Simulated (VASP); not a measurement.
Wanted: the native input for a VASP 6.6.1 run.

- Task: single point
- Functional: PBE
- Potentials or basis: VASP PAW PBE potentials, release 64 (Te, Mo_sv)
- Cutoff: 520 eV
- k mesh: 9 × 9 × 1
- Occupations: gaussian, width 0.05 eV
- Spin: no spin polarisation
- Dipole correction: no
- Further INCAR settings: ALGO = Normal; EDIFF = 1e-07; NBANDS = 35

The structure of Te2Mo lies in POSCAR:

```
Te2Mo
1.0
    3.5549909197      0.0000000000      0.0000000000
   -1.7774954599      3.0787124467      0.0000000000
    0.0000000000      0.0000000000     35.0365360304
Te Mo
4 2
Direct
    0.3333333333      0.6666666667      0.4491776817
    0.3106328534      0.6666666667      0.9483984951
    0.3560338133      0.6666666667      0.0516015049
    0.3333333333      0.6666666667      0.5508223183
    0.0000000000      0.0000000000      0.0000000000
    0.0000000000      0.0000000000      0.5000000000
```

This cell differs from its parent crystal: atoms displaced along a vibrational mode.

The input as run:

INCAR

```
SYSTEM = Te2Mo
ALGO = Normal ; EDIFF = 1E-7
ENCUT = 520 ; GGA = PE
ISIF = 2 ; ISMEAR = 0
LASPH = .TRUE. ; LCHARG = .FALSE.
LREAL = .FALSE. ; LWAVE = .FALSE.
NBANDS = 35 ; NELM = 80
PREC = Accurate ; SIGMA = 0.05
```

KPOINTS

```
k-points
0
G
  9 9 1
  0 0 0
```

Potentials or basis: VASP PAW PBE potentials, release 64 (Te, Mo_sv).

The run is started by

```sh
$ cat potpaw_PBE.64/Te/POTCAR potpaw_PBE.64/Mo_sv/POTCAR > POTCAR
$ mpirun -np 1 vasp_std > vasp.out
```

It gave:

```
Largest force          : 0.497 eV/Å
Band gap on the k mesh : 0.99 eV
```

Caveat: the cell differs from its parent crystal (atoms displaced along a vibrational mode); spin-orbit coupling is left out, which moves the levels of the heavy elements.

Run time: 17 min on 1 thread of Intel Xeon 8259CL, with other jobs on the host, peak memory 0.64 GiB.
